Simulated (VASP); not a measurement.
# Ir (Fm-3m) in VASP: a series of runs

The runs below take Ir through single point, relaxation of cell and atoms, with PBE, revPBE+D3(BJ), revPBE+D4, BLYP+D3(BJ).

Program: VASP 6.6.1. These are calculated values, not measurements. Logs are shortened: lines on timing, memory, paths and dates and some standing lists are left out, and cuts for length are marked.

## (1) The cell of the first run

It takes space group Fm-3m (No. 225, cubic). Conventional cell: a = 3.831 Å, b = 3.831 Å, c = 3.831 Å, α = 90.00°, β = 90.00°, γ = 90.00°. Within 3.6 Å of Ir (site symmetry m-3m) lie 12 Ir at 2.71 Å.

## (2) Single point, PBE

Contents of INCAR:

```
SYSTEM = Ir
  ALGO = Normal
  EDIFF = 1E-7
  ENCUT = 520
  GGA = PE
  ISIF = 2
  ISMEAR = 0
  LASPH = .TRUE.
  LCHARG = .FALSE.
  LREAL = .FALSE.
  LWAVE = .FALSE.
  NBANDS = 10
  NELM = 80
  PREC = Accurate
  SIGMA = 0.027000000000000003
```

Contents of KPOINTS:

```
k-points
0
G
  12 12 12
  0 0 0
```

Contents of POSCAR:

```
Ir
1.0
    0.0000000000      1.9156000000      1.9156000000
    1.9156000000      0.0000000000      1.9156000000
    1.9156000000      1.9156000000      0.0000000000
Ir
1
Direct
    0.0000000000      0.0000000000      0.0000000000
```

Potentials or basis: VASP PAW PBE potentials, release 64 (Ir).

Started as:

```bash
cat potpaw_PBE.64/Ir/POTCAR > POTCAR
mpirun -np 1 vasp_std > vasp.out
```

OUTCAR:

```text
SYSTEM = Ir
   EDIFF = 1E-7
   ENCUT = 520
   GGA = PE
   ISIF = 2
   ISMEAR = 0
   LASPH = .TRUE.
   LREAL = .FALSE.
   NELM = 80
   PREC = Accurate

 ion  position               nearest neighbor table
   1  0.000  0.000  0.000-

  LATTYP: Found a face centered cubic cell.
 ALAT       =     3.8312000000

  Lattice vectors:

 A1 = (   0.0000000000,   1.9156000000,   1.9156000000)
 A2 = (   1.9156000000,   0.0000000000,   1.9156000000)
 A3 = (   1.9156000000,   1.9156000000,   0.0000000000)

Analysis of symmetry for initial positions (statically):
=====================================================================
 Subroutine PRICEL returns:
 Original cell was already a primitive cell.

 Routine SETGRP: Setting up the symmetry group for a
 face centered cubic supercell.

 Subroutine GETGRP returns: Found 48 space group operations
 (whereof 48 operations were pure point group operations)
 out of a pool of 48 trial point group operations.

The static configuration has the point symmetry O_h .

Analysis of symmetry for dynamics (positions and initial velocities):
=====================================================================
 Subroutine PRICEL returns:
 Original cell was already a primitive cell.

 Routine SETGRP: Setting up the symmetry group for a
 face centered cubic supercell.

 Subroutine GETGRP returns: Found 48 space group operations
 (whereof 48 operations were pure point group operations)
 out of a pool of 48 trial point group operations.

The dynamic configuration has the point symmetry O_h .

 Subroutine INISYM returns: Found 48 space group operations
 (whereof 48 operations are pure point group operations),
 and found     1 'primitive' translations

----------------------------------------------------------------------------------------

                                     Primitive cell

  volume of cell :      14.0587

  direct lattice vectors                    reciprocal lattice vectors
     0.000000000  1.915600000  1.915600000    -0.261014826  0.261014826  0.261014826
     1.915600000  0.000000000  1.915600000     0.261014826 -0.261014826  0.261014826
     1.915600000  1.915600000  0.000000000     0.261014826  0.261014826 -0.261014826

  length of vectors
     2.709067500  2.709067500  2.709067500     0.452090940  0.452090940  0.452090940

  position of ions in fractional coordinates (direct lattice)
     0.000000000  0.000000000  0.000000000

  ion indices of the primitive-cell ions
   primitive index   ion index
                 1           1

----------------------------------------------------------------------------------------

 KPOINTS: k-points

Automatic generation of k-mesh.
 Grid dimensions read from file:
 generate k-points for:   12   12   12

 Generating k-lattice:

  Cartesian coordinates                     Fractional coordinates (reciprocal lattice)
    -0.021751235  0.021751235  0.021751235     0.083333333  0.000000000  0.000000000
     0.021751235 -0.021751235  0.021751235     0.000000000  0.083333333  0.000000000
     0.021751235  0.021751235 -0.021751235     0.000000000  0.000000000  0.083333333

  Length of vectors
     0.037674245  0.037674245  0.037674245

  Shift w.r.t. Gamma in fractional coordinates (k-lattice)
     0.000000000  0.000000000  0.000000000

 Subroutine IBZKPT returns following result:
 ===========================================

 Found     72 irreducible k-points:

 Following reciprocal coordinates:
            Coordinates               Weight
  0.000000  0.000000  0.000000      1.000000
  0.083333  0.000000  0.000000      8.000000
  0.166667  0.000000  0.000000      8.000000
  0.250000  0.000000  0.000000      8.000000
  0.333333  0.000000  0.000000      8.000000
  0.416667  0.000000  0.000000      8.000000
[... 16 lines left out ...]
  0.500000  0.166667  0.000000     24.000000
 -0.416667  0.166667  0.000000     24.000000
 [... further k-points ...]
   k-points           NKPTS =     72   k-points in BZ     NKDIM =     72   number of bands    NBANDS=     10
   number of dos      NEDOS =    301   number of ions     NIONS =      1
   total plane-waves  NPLWV =   8000
   dimension x,y,z NGX =    20 NGY =   20 NGZ =   20
   dimension x,y,z NGXF=    40 NGYF=   40 NGZF=   40
   ions per type =               1
   NGX,Y,Z   is equivalent  to a cutoff of  12.27, 12.27, 12.27 a.u.
   NGXF,Y,Z  is equivalent  to a cutoff of  24.55, 24.55, 24.55 a.u.
 SYSTEM =  Ir
   PREC   = accura    normal or accurate (medium, high low for compatibility)
   ISTART =      0    job   : 0-new  1-cont  2-samecut
   ICHARG =      2    charge: 1-file 2-atom 10-const
   ISPIN  =      1    spin polarized calculation?
   LNONCOLLINEAR =      F non collinear calculations
   LSORBIT =      F    spin-orbit coupling
   LASPH  =      T    aspherical Exc in radial PAW
   ENCUT  =  520.0 eV  38.22 Ry    6.18 a.u.   5.04  5.04  5.04*2*pi/ulx,y,z
   NELM   =     80;   NELMIN=  2; NELMDL= -5     # of ELM steps
[... 27 lines left out ...]
   AEXX    =    0.0000 exact exchange contribution
   IVDW    =     0    specifies the selected vdW correction
   LEPSILON=     F    determine dielectric tensor
   LRPA    =     F    only Hartree local field effects (RPA)
 non-spin polarized calculation
 Gauss-broadening in eV      SIGMA  =   0.03
  energy-cutoff  :      520.00
  volume of cell :       14.06
 maximum number of plane-waves:       388
   NGX =  9   NGY =  9   NGZ =  9

 number of electron       9.0000000 magnetization

 Free energy of the ion-electron system (eV)
  ---------------------------------------------------
  ext. energy  EPLUGINS =         0.00000000
  ---------------------------------------------------
  free energy    TOTEN  =        -8.85141491 eV

  energy without entropy =       -8.85104173  energy(sigma->0) =       -8.85122832

 E-fermi :  10.5457     XC(G=0): -14.0262

 val. band max:       10.5296767726   @ k =  -0.3333   0.3333   0.0000
 cond. band min:      10.5483125523   @ k =  -0.2500   0.0833   0.0000
 fundamental gap:      0.0186357797
 Fermi energy:        10.5456655906

 k-point     1 :       0.0000    0.0000    0.0000
  band No.  band energies     occupation
      1      -0.6717      2.00000
      2       6.5914      2.00000
      3       6.5914      2.00000
      4       6.5914      2.00000
      5       9.3046      2.00000
      6       9.3046      2.00000
      7      24.8318      0.00000
      8      30.4511      0.00000
      9      30.4511      0.00000
     10      30.4511      0.00000

 k-point     2 :       0.0833    0.0000    0.0000
  band No.  band energies     occupation
      1      -0.3634      2.00000
      2       6.4309      2.00000
      3       6.7225      2.00000
      4       6.7225      2.00000
      5       9.2229      2.00000
      6       9.2229      2.00000
      7      25.3602      0.00000
      8      29.0037      0.00000
      9      30.9606      0.00000
     10      30.9606      0.00000

 k-point     3 :       0.1667    0.0000    0.0000
  band No.  band energies     occupation
      1       0.4824      2.00000
      2       6.1081      2.00000
      3       6.9885      2.00000
      4       6.9885      2.00000
      5       9.1454      2.00000
      6       9.1454      2.00000
      7      26.4300      0.00000
      8      26.8828      0.00000
      9      32.3833      0.00000
     10      32.3833      0.00000

 k-point     4 :       0.2500    0.0000    0.0000
  band No.  band energies     occupation
      1       1.5471      2.00000
      2       6.0789      2.00000
      3       7.0370      2.00000
      4       7.0370      2.00000
      5       9.4879      2.00000
      6       9.4879      2.00000
      7      24.3295      0.00000
      8      27.3248      0.00000
      9      34.2947      0.00000
     10      34.2951      0.00000
[... 222 lines left out ...]
 k-point    22 :       0.4167    0.1667    0.0000
  band No.  band energies     occupation
      1       3.1482      2.00000
      2       5.6600      2.00000
      3       6.3628      2.00000
      4       7.6718      2.00000
      5      11.3380      0.00000
      6      11.6838      0.00000
      7      21.0436      0.00000
      8      26.7715      0.00000
      9      28.9117      0.00000
     10      31.0540      0.00000

 k-point    23 :       0.5000    0.1667    0.0000
  band No.  band energies     occupation
      1       3.2274      2.00000
      2       5.6902      2.00000
      3       7.1599      2.00000
      4       7.4299      2.00000
      5      11.5018      0.00000
      6      13.7205      0.00000
      7      18.1371      0.00000
      8      26.0294      0.00000
      9      28.9174      0.00000
     10      29.4462      0.00000

 k-point    24 :      -0.4167    0.1667    0.0000
  band No.  band energies     occupation
      1       3.2986      2.00000
      2       5.7152      2.00000
      3       7.3160      2.00000
      4       7.5011      2.00000
      5      10.9713      0.00000
      6      14.3178      0.00000
      7      17.8202      0.00000
      8      25.8542      0.00000
      9      28.1355      0.00000
     10      30.1620      0.00000

 [... further k-points ...]

------------------------ aborting loop because EDIFF is reached ----------------------------------------

  FORCE on cell =-STRESS in cart. coord.  units (eV):
  Direction    XX          YY          ZZ          XY          YZ          ZX
  --------------------------------------------------------------------------------------
  -------------------------------------------------------------------------------------
  Total        1.0325991      1.0325991      1.0325991      0.0000000     -0.0000000      0.0000000
  in kB      117.6786959    117.6786959    117.6786959      0.0000000     -0.0000000      0.0000000
  external PRESSURE =     117.6786959 kB  Pullay stress =       0.0000000 kB

 VOLUME and BASIS-vectors are now :
 -----------------------------------------------------------------------------
  energy-cutoff  :      520.00
  volume of cell :       14.06
      direct lattice vectors                 reciprocal lattice vectors
     0.000000000  1.915600000  1.915600000    -0.261014826  0.261014826  0.261014826
     1.915600000  0.000000000  1.915600000     0.261014826 -0.261014826  0.261014826
     1.915600000  1.915600000  0.000000000     0.261014826  0.261014826 -0.261014826

 POSITION                                       TOTAL-FORCE (eV/Angst)
 -----------------------------------------------------------------------------------
      0.00000      0.00000      0.00000         0.000000      0.000000      0.000000
 -----------------------------------------------------------------------------------
    total drift:                                0.000000      0.000000      0.000000

  FREE ENERGIE OF THE ION-ELECTRON SYSTEM (eV)
  ---------------------------------------------------
  free  energy   TOTEN  =        -8.8514149136 eV

  energy  without entropy=       -8.8510417339  energy(sigma->0) =       -8.85122832
```

It took 6.8 s on 1 thread of Intel Xeon Platinum 8488C (Sapphire Rapids), shared host; peak memory 0.13 GiB.

Results:

```
Free energy : -8.8514 eV
Pressure    : 11.8 GPa
```

Caveat: spin-orbit coupling is left out, which moves the levels of the heavy elements.

## (3) Single point, PBE

Contents of INCAR:

```
SYSTEM = Ir
PREC     = Accurate       ! precision mode
ENCUT    = 520            ! plane-wave cutoff, eV
EDIFF    = 1E-6           ! SCF threshold, eV
ISMEAR   = 0              ! smearing method
SIGMA    = 0.028000000000000004 ! smearing width, eV
LREAL    = .FALSE.        ! projectors in reciprocal space
LASPH    = .TRUE.         ! aspherical terms in the spheres
NELM     = 80             ! most SCF steps
ALGO     = Fast           ! electronic algorithm
ISIF     = 2              ! what is computed and relaxed
LWAVE    = .FALSE.        ! write WAVECAR
LCHARG   = .FALSE.        ! write CHGCAR
GGA      = PE             ! functional
NBANDS   = 10             ! bands
```

Contents of KPOINTS:

```
regular mesh
0
G
  12 12 12
  0 0 0
```

POSCAR is that of step 2.

Potentials or basis: VASP PAW PBE potentials, release 64 (Ir).

Started as:

```bash
cat potpaw_PBE.64/Ir/POTCAR > POTCAR
mpirun -np 1 vasp_std > vasp.out
```

It took 7.9 s on 1 thread of Intel Xeon Platinum 8488C (Sapphire Rapids), shared host; peak memory 0.13 GiB.

Results (log left out):

* Free energy: -8.8514 eV
* Pressure: 11.6 GPa

Levels at points of the mesh, in eV from the Fermi level:
| k point | band 2 | band 3 | band 4 | band 5 | band 6 | band 7 |
| --- | --- | --- | --- | --- | --- | --- |
| (0.00, 0.00, 0.00) | -3.95 | -3.95 | -3.95 | -1.24 | -1.24 | 14.28 |
| (0.50, 0.00, 0.00) | -4.06 | -4.06 | -0.81 | 0.88 | 0.88 | 7.30 |
| (0.50, 0.50, 0.00) | -7.44 | 0.84 | 1.46 | 1.46 | 1.67 | 10.57 |

Caveat: spin-orbit coupling is left out, which moves the levels of the heavy elements.

## (4) Relaxation of cell and atoms, revPBE+D3(BJ)

Contents of INCAR:

```
SYSTEM = Ir
ALGO = Normal ; EDIFF = 1E-6
EDIFFG = -0.01 ; ENCUT = 600
GGA = RE ; IBRION = 2
ISIF = 3 ; ISMEAR = -1
IVDW = 12 ; LASPH = .TRUE.
LCHARG = .FALSE. ; LREAL = .FALSE.
LWAVE = .FALSE. ; NELM = 80
NSW = 60 ; PREC = Accurate
SIGMA = 0.05
```

Contents of KPOINTS:

```
k-points
0
G
  12 12 12
  0 0 0
```

POSCAR is that of step 3.

Started as:

```bash
cat potpaw_PBE.64/Ir/POTCAR > POTCAR
mpirun -np 1 vasp_std > vasp.out
```

It took 14 s on 1 thread of Intel Xeon Platinum 8488C (Sapphire Rapids), shared host; peak memory 0.16 GiB.

The run converged. Its results:

- Free energy: -9.7029 eV
- Relaxed volume: 14.00 Å³/atom
- Relaxed cell: a = 2.705 Å, b = 2.705 Å, c = 2.705 Å, α = 60.00°, β = 60.00°, γ = 60.00°
- Space group after relaxing (to 0.05 Å): Fm-3m (No. 225)
- Energy gained by relaxing: 0.3 meV/atom
- Ionic steps: 3
- Pressure after relaxing: 0.0 GPa
- Dispersion energy per atom: -1.395 eV

Step by step:
```tsv
step	energy change (eV)	largest force (eV/Å)	pressure (GPa)	volume (Å³)
1	0.0000	0.0000	-1.70	14.06
2	0.0048	0.0000	7.00	13.76
3	-0.0003	0.0000	0.01	14.00
```

Final structure:
```yaml
crystal:
  lattice:
    - [0.00000, 1.91277, 1.91277]
    - [1.91277, 0.00000, 1.91277]
    - [1.91277, 1.91277, 0.00000]
  atoms:
    - { symbol: Ir, position: [0.00000, 0.00000, 0.00000] }
```

Levels at points of the mesh, in eV from the Fermi level:
| k point | band 1 | band 2 | band 3 | band 4 | band 5 | band 6 | band 7 | band 8 |
| --- | --- | --- | --- | --- | --- | --- | --- | --- |
| (0.00, 0.00, 0.00) | -11.25 | -3.98 | -3.98 | -3.98 | -1.25 | -1.25 | 14.25 | 19.91 |
| (0.50, 0.00, 0.00) | -8.24 | -4.09 | -4.09 | -0.82 | 0.88 | 0.88 | 7.36 | 13.80 |
| (0.50, 0.50, 0.00) | -8.07 | -7.49 | 0.84 | 1.47 | 1.47 | 1.67 | 10.65 | 11.73 |

Caveat: the PAW data sets were made with another functional, which shifts forces and pressure a little; spin-orbit coupling is left out, which moves the levels of the heavy elements; pairwise dispersion overbinds metals, which lowers pressure and volume.

## (5) Relaxation of cell and atoms, revPBE+D4

Contents of INCAR:

```
ALGO = Normal
EDIFF = 1E-6
EDIFFG = -0.01
ENCUT = 600
GGA = RE
IBRION = 2
ISIF = 3
ISMEAR = -1
IVDW = 13
LASPH = T
LCHARG = F
LREAL = F
LWAVE = F
NELM = 100
NSW = 60
PREC = Accurate
SIGMA = 0.05
```

Contents of KPOINTS:

```
k-points
0
Gamma
  12 12 12
```

POSCAR is that of step 4.

Started as:

```bash
cat potpaw_PBE.64/Ir/POTCAR > POTCAR
mpirun -np 1 vasp_std > vasp.out
```

Wall time 14 s (1 thread of Intel Xeon Platinum 8488C (Sapphire Rapids), shared host); peak memory 0.15 GiB.

It converged, with:

```
Free energy                            : -9.8060 eV
Relaxed volume                         : 14.01 Å³/atom
Relaxed cell                           : a = 2.706 Å, b = 2.706 Å, c = 2.706 Å, α = 60.00°, β = 60.00°, γ = 60.00°
Space group after relaxing (to 0.05 Å) : Fm-3m (No. 225)
Energy gained by relaxing              : 0.2 meV/atom
Ionic steps                            : 3
Pressure after relaxing                : 0.0 GPa
Dispersion energy per atom             : -1.498 eV
```

The path:
| step | energy change (eV) | largest force (eV/Å) | pressure (GPa) | volume (Å³) |
| --- | --- | --- | --- | --- |
| 1 | 0.0000 | 0.0000 | -1.44 | 14.06 |
| 2 | 0.0034 | 0.0000 | 5.84 | 13.80 |
| 3 | -0.0002 | 0.0000 | 0.01 | 14.01 |

Final structure:
```cif
data_structure
_symmetry_space_group_name_H-M 'P 1'
_symmetry_Int_Tables_number 1
_cell_length_a 2.7057
_cell_length_b 2.7057
_cell_length_c 2.7057
_cell_angle_alpha 60.000
_cell_angle_beta 60.000
_cell_angle_gamma 60.000
_cell_volume 14.01
loop_
_atom_site_label
_atom_site_type_symbol
_atom_site_fract_x
_atom_site_fract_y
_atom_site_fract_z
_atom_site_occupancy
Ir1 Ir 0.00000 0.00000 0.00000 1
```

Levels at points of the mesh, in eV from the Fermi level:
```tsv
k point	band 2	band 3	band 4	band 5	band 6	band 7
(0.00, 0.00, 0.00)	-3.97	-3.97	-3.97	-1.25	-1.25	14.25
(0.50, 0.00, 0.00)	-4.09	-4.09	-0.81	0.88	0.88	7.35
(0.50, 0.50, 0.00)	-7.48	0.84	1.47	1.47	1.67	10.64
```

Caveat: the PAW data sets were made with another functional, which shifts forces and pressure a little; spin-orbit coupling is left out, which moves the levels of the heavy elements; pairwise dispersion overbinds metals, which lowers pressure and volume.

## (6) Relaxation of cell and atoms, BLYP+D3(BJ)

Contents of INCAR:

```
PREC = Accurate
ENCUT = 600
EDIFF = 1E-6
ISMEAR = -1
SIGMA = 0.05
LREAL = False
LASPH = True
NELM = 80
ALGO = Normal
ISIF = 3
LWAVE = False
LCHARG = False
GGA = B5
ALDAX = 1.0
AGGAX = 1.0
AGGAC = 1.0
ALDAC = 0.0
IVDW = 12
VDW_S6 = 1.0
VDW_S8 = 2.6996
VDW_A1 = 0.4298
VDW_A2 = 4.2359
IBRION = 2
NSW = 60
EDIFFG = -0.01
```

Contents of KPOINTS:

```
Automatic mesh
0
Gamma
  12 12 12
```

POSCAR is that of step 5.

Potentials or basis: VASP PAW PBE potentials, release 64 (Ir).

Started as:

```bash
cat potpaw_PBE.64/Ir/POTCAR > POTCAR
mpirun -np 1 vasp_std > vasp.out
```

Run time: 26 s. Hardware: 1 thread of Intel Xeon Platinum 8488C (Sapphire Rapids), shared host; peak memory 0.16 GiB.

Results (log left out):

| Property | Result |
| --- | --- |
| Free energy | -9.0963 eV |
| Relaxed volume | 14.49 Å³/atom |
| Relaxed cell | a = 2.737 Å, b = 2.737 Å, c = 2.737 Å, α = 60.00°, β = 60.00°, γ = 60.00° |
| Space group after relaxing (to 0.05 Å) | Fm-3m (No. 225) |
| Energy gained by relaxing | 14.9 meV/atom |
| Ionic steps | 4 |
| Pressure after relaxing | -0.1 GPa |
| Dispersion energy per atom | -1.683 eV |

Step by step:
| step | energy change (eV) | largest force (eV/Å) | pressure (GPa) | volume (Å³) |
| --- | --- | --- | --- | --- |
| 1 | 0.0000 | 0.0000 | 11.46 | 14.06 |
| 2 | 0.1615 | 0.0000 | -29.28 | 16.21 |
| 3 | -0.0149 | 0.0000 | -0.52 | 14.51 |
| 4 | -0.0149 | 0.0000 | -0.06 | 14.49 |

Final structure:
```
Ir
1.0
     0.00000    1.93507    1.93507
     1.93507    0.00000    1.93507
     1.93507    1.93507    0.00000
Ir
1
Direct
  0.00000 0.00000 0.00000
```

Levels at points of the mesh, in eV from the Fermi level:
```tsv
k point	band 1	band 2	band 3	band 4	band 5	band 6	band 7	band 8
(0.00, 0.00, 0.00)	-10.67	-3.78	-3.78	-3.78	-1.20	-1.20	14.69	20.00
(0.50, 0.00, 0.00)	-7.79	-3.87	-3.87	-0.38	0.82	0.82	7.05	14.25
(0.50, 0.50, 0.00)	-7.58	-7.06	0.78	1.39	1.39	1.97	10.21	11.77
```

Caveat: the PAW data sets were made with another functional, which shifts forces and pressure a little; spin-orbit coupling is left out, which moves the levels of the heavy elements; pairwise dispersion overbinds metals, which lowers pressure and volume. Zero-point motion and thermal expansion aren't in these numbers.

## (7) The runs side by side

| task | level | cell | cutoff (eV) | smearing | gap on the mesh (eV) | pressure (GPa) | relaxed volume (Å³/atom) |
| --- | --- | --- | --- | --- | --- | --- | --- |
| single point | PBE | as given | 520 | gaussian 0.027 eV | none | 11.8 | - |
| single point | PBE | as given | 520 | gaussian 0.028 eV | none | 11.6 | - |
| relaxation of cell and atoms | revPBE+D3(BJ) | relaxed | 600 | fermi-dirac 0.05 eV | none | 0.0 | 14.00 |
| relaxation of cell and atoms | revPBE+D4 | relaxed | 600 | fermi-dirac 0.05 eV | none | 0.0 | 14.01 |
| relaxation of cell and atoms | BLYP+D3(BJ) | relaxed | 600 | fermi-dirac 0.05 eV | none | -0.1 | 14.49 |

Alike in all rows: potentials or basis VASP PAW PBE potentials, release 64 (Ir); no spin polarisation; k mesh 12 × 12 × 12.

Caveats: spin-orbit coupling is left out, which moves the levels of the heavy elements; the PAW data sets were made with another functional, which shifts forces and pressure a little (some runs); pairwise dispersion overbinds metals, which lowers pressure and volume (some runs).

Absolute energies hang on the potentials; compare differences alone.
